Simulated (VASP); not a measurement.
Al3P2:

```xyz
5
Lattice="3.9902 0.0000 0.0000 0.0000 4.9087 0.0000 0.0000 0.0000 5.9175" Properties=species:S:1:pos:R:3 pbc="T T T"
Al    0.0000    0.0000    2.9587
Al    1.9951    0.0000    0.0000
Al    0.0000    0.0000    0.0000
P     1.9951    2.4543    2.9587
P     1.9951    0.0000    2.9587
```

The cell was built from a structure type or drawn by symmetry, and may not be a known phase.

```yaml
Program: VASP 6.6.1
Task: relaxation of cell and atoms
Functional: PBE
Potentials_or_basis: VASP PAW PBE potentials, release 64 (Al, P)
Cutoff: 600 eV
k_mesh: 4 × 4 × 4
Occupations: gaussian, width 0.1 eV
Spin: no spin polarisation
```

At the start: pressure 22.7 GPa; volume 23.18 Å³/atom.

How do energy, volume and symmetry change on relaxing?

Over 12 steps the energy falls by 1285.2 meV/atom and the volume is 23.77 Å³/atom (+2.5 %); space group Pmmm (No. 47, to 0.1 Å) before, P4/mmm (No. 123, to 0.1 Å).

The path:
| step | energy change (eV) | largest force (eV/Å) | pressure (GPa) | volume (Å³) |
| --- | --- | --- | --- | --- |
| 1 | 0.0000 | 0.0000 | 22.73 | 115.90 |
| 2 | -4.6713 | 0.0000 | -7.50 | 168.00 |
| 3 | -5.4339 | 0.0000 | -5.14 | 143.81 |
| 4 | -5.4239 | 0.0000 | -6.91 | 150.21 |
| 5 | -5.4629 | 0.0000 | -6.05 | 146.69 |
| 6 | -6.2816 | 0.0000 | -3.48 | 128.60 |
| 7 | -6.3490 | 0.0000 | -1.79 | 123.52 |
| 8 | -6.3496 | 0.0000 | -1.57 | 122.95 |
| 9 | -6.4218 | 0.0000 | 0.72 | 117.08 |
| 10 | -6.4254 | 0.0000 | 0.26 | 118.08 |
| 11 | -6.4254 | 0.0000 | 0.22 | 118.17 |
| 12 | -6.4261 | 0.0000 | -0.09 | 118.83 |

Final structure:
```xyz
5
Lattice="5.2168 0.0000 0.0000 0.0000 4.3582 0.0000 0.0000 0.0000 5.2267" Properties=species:S:1:pos:R:3 pbc="T T T"
Al    5.2168    4.3582    2.6133
Al    2.6084    4.3582    0.0000
Al    5.2168    4.3582    0.0000
P     2.6084    2.1791    2.6133
P     2.6084    4.3582    2.6133
```

Caveat: the k points lie up to 0.36 Å⁻¹ apart in the final cell, too coarse for converged energies and pressures of a metal; a cell axis changed by over 15 % at a fixed basis, so the end point is rough.
